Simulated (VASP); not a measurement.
# MnS (F-43m) in VASP: notebook

MnS is run at these levels: PBEsol; tasks: single point.

Everything below comes from runs of VASP 6.6.1. Logs are shortened: lines on timing, memory, paths and dates and some standing lists are left out, and cuts for length are marked.

### 1 The cell of the first run

Symmetry: F-43m, No. 216, cubic system. Conventional cell: a = 4.965 Å, b = 4.965 Å, c = 4.965 Å, α = 90.00°, β = 90.00°, γ = 90.00°. Within 2.8 Å of Mn (site symmetry -43m) lie 4 S at 2.15 Å. S (site symmetry -43m) has 4 Mn at 2.15 Å within 2.8 Å.

### 2 Single point, PBEsol, collinear spin, ferromagnetic start (15.30 Å³/atom)

INCAR reads:

```
ALGO     = Normal         # electronic algorithm
EDIFF    = 1E-7           # SCF threshold, eV
ENCUT    = 520            # plane-wave cutoff, eV
GGA      = PS             # functional
ISIF     = 2              # what is computed and relaxed
ISMEAR   = 0              # smearing method
ISPIN    = 2              # spin polarisation
LASPH    = True           # aspherical terms in the spheres
LCHARG   = True           # write CHGCAR
LELF     = True           # ELF
LMAXMIX  = 4              # l up to which the mixer works
LORBIT   = 11             # projections on sites
LREAL    = False          # projectors in reciprocal space
LVHAR    = True         
LWAVE    = False          # write WAVECAR
MAGMOM   = 2.625 0        # initial moments
NBANDS   = 20             # bands
NELM     = 150            # most SCF steps
NUPDOWN  = 2.625          # fixed moment
PREC     = Accurate       # precision mode
SIGMA    = 0.15           # smearing width, eV
```

KPOINTS reads:

```
k-points
0
Gamma
  16 16 16
```

POSCAR reads:

```
MnS
1.0
    0.0000000000      2.4823828122      2.4823828122
    2.4823828122      0.0000000000      2.4823828122
    2.4823828122      2.4823828122      0.0000000000
Mn S
1 1
Direct
    0.0000000000      0.0000000000      0.0000000000
    0.7500000000      0.7500000000      0.7500000000
```

Potentials or basis: VASP PAW PBE potentials, release 64 (Mn_pv, S).

The run is started by

```console
> cat potpaw_PBE.64/Mn_pv/POTCAR potpaw_PBE.64/S/POTCAR > POTCAR
> mpirun -np 1 vasp_std > vasp.out
```

OUTCAR:

```text
EDIFF = 1E-7
   ENCUT = 520
   GGA = PS
   ISIF = 2
   ISMEAR = 0
   ISPIN = 2
   LASPH = True
   LORBIT = 11
   LREAL = False
   NELM = 150
   NUPDOWN = 2.625
   PREC = Accurate

 ion  position               nearest neighbor table
   1  0.000  0.000  0.000-   2 2.15   2 2.15   2 2.15   2 2.15
   2  0.750  0.750  0.750-   1 2.15   1 2.15   1 2.15   1 2.15

  LATTYP: Found a face centered cubic cell.
 ALAT       =     4.9647656244

  Lattice vectors:

 A1 = (   0.0000000000,   2.4823828122,   2.4823828122)
 A2 = (   2.4823828122,   0.0000000000,   2.4823828122)
 A3 = (   2.4823828122,   2.4823828122,   0.0000000000)

Analysis of symmetry for initial positions (statically):
=====================================================================
 Subroutine PRICEL returns:
 Original cell was already a primitive cell.

 Routine SETGRP: Setting up the symmetry group for a
 face centered cubic supercell.

 Subroutine GETGRP returns: Found 24 space group operations
 (whereof 24 operations were pure point group operations)
 out of a pool of 48 trial point group operations.

The static configuration has the point symmetry T_d .

Analysis of symmetry for dynamics (positions and initial velocities):
=====================================================================
 Subroutine PRICEL returns:
 Original cell was already a primitive cell.

 Routine SETGRP: Setting up the symmetry group for a
 face centered cubic supercell.

 Subroutine GETGRP returns: Found 24 space group operations
 (whereof 24 operations were pure point group operations)
 out of a pool of 48 trial point group operations.

The dynamic configuration has the point symmetry T_d .

Analysis of structural, dynamic, and magnetic symmetry:
=====================================================================
 Subroutine PRICEL returns:
 Original cell was already a primitive cell.

 Routine SETGRP: Setting up the symmetry group for a
 face centered cubic supercell.

 Subroutine GETGRP returns: Found 24 space group operations
 (whereof 24 operations were pure point group operations)
 out of a pool of 48 trial point group operations.

The overall configuration has the point symmetry T_d .

 Subroutine INISYM returns: Found 24 space group operations
 (whereof 24 operations are pure point group operations),
 and found     1 'primitive' translations

----------------------------------------------------------------------------------------

                                     Primitive cell

  volume of cell :      30.5940

  direct lattice vectors                    reciprocal lattice vectors
     0.000000000  2.482382812  2.482382812    -0.201419377  0.201419377  0.201419377
     2.482382812  0.000000000  2.482382812     0.201419377 -0.201419377  0.201419377
     2.482382812  2.482382812  0.000000000     0.201419377  0.201419377 -0.201419377

  length of vectors
     3.510619440  3.510619440  3.510619440     0.348868595  0.348868595  0.348868595

  position of ions in fractional coordinates (direct lattice)
     0.000000000  0.000000000  0.000000000
     0.750000000  0.750000000  0.750000000

  ion indices of the primitive-cell ions
   primitive index   ion index
                 1           1
                 2           2

----------------------------------------------------------------------------------------

 KPOINTS: k-points

Automatic generation of k-mesh.
 Grid dimensions read from file:
 generate k-points for:   16   16   16

 Generating k-lattice:

  Cartesian coordinates                     Fractional coordinates (reciprocal lattice)
    -0.012588711  0.012588711  0.012588711     0.062500000  0.000000000  0.000000000
     0.012588711 -0.012588711  0.012588711     0.000000000  0.062500000  0.000000000
     0.012588711  0.012588711 -0.012588711     0.000000000  0.000000000  0.062500000

  Length of vectors
     0.021804287  0.021804287  0.021804287

  Shift w.r.t. Gamma in fractional coordinates (k-lattice)
     0.000000000  0.000000000  0.000000000

 Subroutine IBZKPT returns following result:
 ===========================================

 Found    145 irreducible k-points:

 Following reciprocal coordinates:
            Coordinates               Weight
  0.000000  0.000000  0.000000      1.000000
  0.062500  0.000000  0.000000      8.000000
  0.125000  0.000000  0.000000      8.000000
  0.187500  0.000000  0.000000      8.000000
  0.250000  0.000000  0.000000      8.000000
  0.312500  0.000000  0.000000      8.000000
[... 16 lines left out ...]
 -0.125000  0.062500  0.000000     24.000000
 -0.062500  0.062500  0.000000     12.000000
 [... further k-points ...]
   k-points           NKPTS =    145   k-points in BZ     NKDIM =    145   number of bands    NBANDS=     20
   number of dos      NEDOS =    301   number of ions     NIONS =      2
   total plane-waves  NPLWV =  21952
   dimension x,y,z NGX =    28 NGY =   28 NGZ =   28
   dimension x,y,z NGXF=    56 NGYF=   56 NGZF=   56
   ions per type =               1   1
   NGX,Y,Z   is equivalent  to a cutoff of  13.26, 13.26, 13.26 a.u.
   NGXF,Y,Z  is equivalent  to a cutoff of  26.52, 26.52, 26.52 a.u.
 SYSTEM =  unknown system
   PREC   = accura    normal or accurate (medium, high low for compatibility)
   ISTART =      0    job   : 0-new  1-cont  2-samecut
   ICHARG =      2    charge: 1-file 2-atom 10-const
   ISPIN  =      2    spin polarized calculation?
   LNONCOLLINEAR =      F non collinear calculations
   LSORBIT =      F    spin-orbit coupling
   LASPH  =      T    aspherical Exc in radial PAW
   ENCUT  =  520.0 eV  38.22 Ry    6.18 a.u.   6.53  6.53  6.53*2*pi/ulx,y,z
   NELM   =    150;   NELMIN=  2; NELMDL= -5     # of ELM steps
   EDIFF  = 0.1E-06   stopping-criterion for ELM
   LREAL  =      F    real-space projection
   EDIFFG = 0.1E-05   stopping-criterion for IOM
   NSW    =      0    number of steps for IOM
   IBRION =     -1    ionic relax: 0-MD 1-quasi-New 2-CG
   NFREE  =      0    steps in history (QN), initial steepest desc. (CG)
   ISIF   =      2    stress and relaxation
   ISYM   =      2    0-nonsym 1-usesym 2-fastsym
   POTIM  = 0.5000    time-step for ionic-motion
   TEBEG  =    0.0;   TEEND  =   0.0 temperature during run
   PSTRESS=    0.0 pullay stress
   NELECT =      19.0000    total number of electrons
   NUPDOWN=       2.6250    fix difference up-down
   EMIN   =  10.00;   EMAX   =-10.00  energy-range for DOS
   EFERMI =   0.00;   METHOD = LEGACY
   ISMEAR =     0;   SIGMA  =   0.15  broadening in eV -4-tet -1-fermi 0-gaus
   EFERMI_NEDOS =   21; number of points for ismear=-14 and -15
   IALGO  =     38    algorithm
   IMIX   =      4    mixing-type and parameters
     AMIX     =   0.40;   BMIX     =  1.00
     AMIX_MAG =   1.60;   BMIX_MAG =  1.00
  volume/ion in A,a.u.               =      15.30       103.23
  Fermi-wavevector in a.u.,A,eV,Ry     =   1.396735  2.639446 26.543171  1.950868
  Thomas-Fermi vector in A             =   2.520060
   LORBIT       =     11    0 simple, 1 ext, 2 COOP (PROOUT), +10 PAW based schemes
   GGA     = PS    functional components
   LHFCALC =     F    Hartree Fock is set to
   AEXX    =    0.0000 exact exchange contribution
   IVDW    =     0    specifies the selected vdW correction
   LEPSILON=     F    determine dielectric tensor
   LRPA    =     F    only Hartree local field effects (RPA)
 spin polarized calculation
 Gauss-broadening in eV      SIGMA  =   0.15
  energy-cutoff  :      520.00
  volume of cell :       30.59
 maximum number of plane-waves:       869
 NGX is ok and might be reduce to    28
   NGX = 13   NGY = 13   NGZ = 13

 number of electron      18.9999988 magnetization       2.6249998

 Free energy of the ion-electron system (eV)
  ---------------------------------------------------
  ext. energy  EPLUGINS =         0.00000000
  ---------------------------------------------------
  free energy    TOTEN  =       -14.53461581 eV

  energy without entropy =      -14.50490258  energy(sigma->0) =      -14.51975920

 E-fermi :   7.4654     XC(G=0): -11.3586

 val. band max:        7.7473492189   @ k =  -0.4375   0.1875   0.0625
 cond. band min:       7.4677631305   @ k =   0.5000   0.1250   0.0625
 fundamental gap:     -0.2795860884
 Fermi energy:         7.7482920192

 spin component 1

 k-point     1 :       0.0000    0.0000    0.0000
  band No.  band energies     occupation
      1     -41.6566      1.00000
      2     -41.6566      1.00000
      3     -41.6566      1.00000
      4      -8.0215      1.00000
      5       2.1266      1.00000
      6       2.1266      1.00000
[... 12 lines left out ...]
     19      22.4943      0.00000
     20      23.0076      0.00000

 k-point     2 :       0.0625    0.0000    0.0000
  band No.  band energies     occupation
      1     -41.6575      1.00000
      2     -41.6567      1.00000
      3     -41.6567      1.00000
      4      -7.9797      1.00000
      5       2.0580      1.00000
      6       2.1420      1.00000
[... 12 lines left out ...]
     19      22.1235      0.00000
     20      23.4659      0.00000
[... 465 lines left out ...]
      3     -41.6572      1.00000
      4      -7.7670      1.00000
      5       1.7459      1.00000
      6       2.2011      1.00000
[... 12 lines left out ...]
     19      22.0384      0.00000
     20      24.1176      0.00000

 k-point    24 :      -0.0625    0.0625    0.0000
  band No.  band energies     occupation
      1     -41.6587      1.00000
      2     -41.6572      1.00000
      3     -41.6568      1.00000
      4      -7.9114      1.00000
      5       1.9535      1.00000
      6       2.1616      1.00000
[... 12 lines left out ...]
     19      22.1892      0.00000
     20      23.3668      0.00000

 [... further k-points ...]

 spin component 2

 k-point     1 :       0.0000    0.0000    0.0000
  band No.  band energies     occupation
      1     -39.1103      1.00000
      2     -39.1103      1.00000
      3     -39.1103      1.00000
      4      -7.8657      1.00000
      5       2.9590      1.00000
      6       2.9590      1.00000
[... 12 lines left out ...]
     19      22.7379      0.00000
     20      23.4702      0.00000

 k-point     2 :       0.0625    0.0000    0.0000
  band No.  band energies     occupation
      1     -39.1113      1.00000
      2     -39.1105      1.00000
      3     -39.1105      1.00000
      4      -7.8246      1.00000
      5       2.8635      1.00000
      6       2.9719      1.00000
[... 12 lines left out ...]
     19      22.4228      0.00000
     20      23.9231      0.00000
[... 465 lines left out ...]
      3     -39.1110      1.00000
      4      -7.6155      1.00000
      5       2.4429      1.00000
      6       2.9977      1.00000
[... 12 lines left out ...]
     19      22.4169      0.00000
     20      24.5728      0.00000

 k-point    24 :      -0.0625    0.0625    0.0000
  band No.  band energies     occupation
      1     -39.1128      1.00000
      2     -39.1111      1.00000
      3     -39.1106      1.00000
      4      -7.7574      1.00000
      5       2.7239      1.00000
      6       2.9759      1.00000
[... 12 lines left out ...]
     19      22.5060      0.00000
     20      23.8423      0.00000

 [... further k-points ...]

------------------------ aborting loop because EDIFF is reached ----------------------------------------

  FORCE on cell =-STRESS in cart. coord.  units (eV):
  Direction    XX          YY          ZZ          XY          YZ          ZX
  --------------------------------------------------------------------------------------
  -------------------------------------------------------------------------------------
  Total        2.2540338      2.2540338      2.2540338      0.0000000      0.0000000      0.0000000
  in kB      118.0415077    118.0415077    118.0415077      0.0000000      0.0000000      0.0000000
  external PRESSURE =     118.0415077 kB  Pullay stress =       0.0000000 kB

 VOLUME and BASIS-vectors are now :
 -----------------------------------------------------------------------------
  energy-cutoff  :      520.00
  volume of cell :       30.59
      direct lattice vectors                 reciprocal lattice vectors
     0.000000000  2.482382812  2.482382812    -0.201419377  0.201419377  0.201419377
     2.482382812  0.000000000  2.482382812     0.201419377 -0.201419377  0.201419377
     2.482382812  2.482382812  0.000000000     0.201419377  0.201419377 -0.201419377

 POSITION                                       TOTAL-FORCE (eV/Angst)
 -----------------------------------------------------------------------------------
      0.00000      0.00000      0.00000        -0.000000      0.000000     -0.000000
      3.72357      3.72357      3.72357         0.000000     -0.000000      0.000000
 -----------------------------------------------------------------------------------
    total drift:                               -0.000001     -0.000001     -0.000001

  FREE ENERGIE OF THE ION-ELECTRON SYSTEM (eV)
  ---------------------------------------------------
  free  energy   TOTEN  =       -14.5346158090 eV

  energy  without entropy=      -14.5049025848  energy(sigma->0) =      -14.51975920

 total charge

# of ion       s       p       d       tot
------------------------------------------
    1        0.356   6.352   5.257  11.965
    2        1.321   2.447   0.000   3.768
--------------------------------------------------
tot          1.677   8.799   5.257  15.733

 magnetization (x)

# of ion       s       p       d       tot
------------------------------------------
    1        0.040   0.051   2.389   2.480
    2        0.001  -0.038   0.000  -0.037
--------------------------------------------------
tot          0.041   0.013   2.389   2.443
```

Wall time 84 s (1 thread of Intel Xeon 6975P-C (Granite Rapids), shared host); peak memory 0.27 GiB.

What came out:

```yaml
Free_energy: -14.5346 eV
Pressure: 11.8 GPa
Net_moment: 2.62 μB per cell
Site_moments: Mn +2.48; S -0.04 μB
Valence_electrons_inside_the_program's_atomic_spheres: Mn 11.96; S 3.77
```

Caveat: the cell stands under pressure; the PAW data sets were made with another functional, which shifts forces and pressure a little; the total moment is fixed, so each spin has its own Fermi level; a cell with one magnetic atom can't hold antiferromagnetic order, which such compounds often take.

[end of part 1 of 2]
